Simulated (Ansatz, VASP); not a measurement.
# Cd4InO in VASP and in Ansatz

File INCAR:

```
ALGO = Normal
EDIFF = 1E-7
ENCUT = 520
GGA = PE
ISIF = 2
ISMEAR = 0
LASPH = T
LCHARG = F
LREAL = F
LWAVE = F
NBANDS = 42
NELM = 60
PREC = Accurate
SIGMA = 0.1
```

Contents of KPOINTS:

```
k-points
0
Gamma
  6 6 2
```

File POSCAR:

```
Cd4InO
1.0
    3.9805395000      0.0000000000      0.0000000000
   -1.9902697500      3.4472483200      0.0000000000
    0.0000000000      0.0000000000      8.0916966800
Cd In O
4 1 1
Direct
    0.3333333300      0.6666666700      0.7595900300
    0.3333333300      0.6666666700      0.2404099700
    0.6666666700      0.3333333300      0.7595900300
    0.6666666700      0.3333333300      0.2404099700
    0.0000000000      0.0000000000      0.5000000000
    0.0000000000      0.0000000000      0.0000000000
```

Input for Ansatz:

```yaml
crystal:
  lattice:
    - [3.9805395, 0.0, 0.0]
    - [-1.99026975, 3.44724832, 0.0]
    - [0.0, 0.0, 8.09169668]
  atoms:
    - { symbol: Cd, position: [0.33333333, 0.66666667, 0.75959003] }
    - { symbol: Cd, position: [0.33333333, 0.66666667, 0.24040997] }
    - { symbol: Cd, position: [0.66666667, 0.33333333, 0.75959003] }
    - { symbol: Cd, position: [0.66666667, 0.33333333, 0.24040997] }
    - { symbol: In, position: [0.0, 0.0, 0.5] }
    - { symbol: O, position: [0.0, 0.0, 0.0] }
basis:
  ecutwfc: 420
kpoints:
  mp_grid: { grid: [6, 6, 2] }
hamiltonian:
  xc: pbe
scf:
  occupations: { method: gaussian, width: 0.1 }
  lower_state_search: "off"
output:
  forces: true
  stress: true
  eigenvalues: true
```

Change from the starting cell: species swapped into the TiCrB4 type (P6/mmm, No. 191).

Alike in both runs: task single point; functional PBE; k mesh 6 × 6 × 2; occupations gaussian, width 0.1 eV; no spin polarisation.

|  | VASP | Ansatz |
| --- | --- | --- |
| version | VASP 6.6.1 | Ansatz 0.2.0 |
| potentials or method | VASP PAW PBE potentials, release 64 (Cd, In_d, O), cutoff 520 eV | scalar-relativistic, plane waves, PAW |
| valence electrons in the cell | 67 | 99 |

|  | VASP | Ansatz | Ansatz less VASP |
| --- | --- | --- | --- |
| gap on the k mesh at the Fermi level (eV) | none | none | - |
| rms of the force components (eV/Å) | 0.476 | 0.475 | -0.0010 |

Atom by atom the forces differ by 0.001 eV/Å (rms over components). A gap of «none» marks a metal or a gap that the smearing closes. With one functional, cell and mesh, what is left measures potentials, basis and numerics. VASP's potentials hold 67 valence electrons a cell and Ansatz's 99, so a difference there can come from the potentials and not from the codes.

The k mesh is coarse, so the values compare programs but aren't converged.
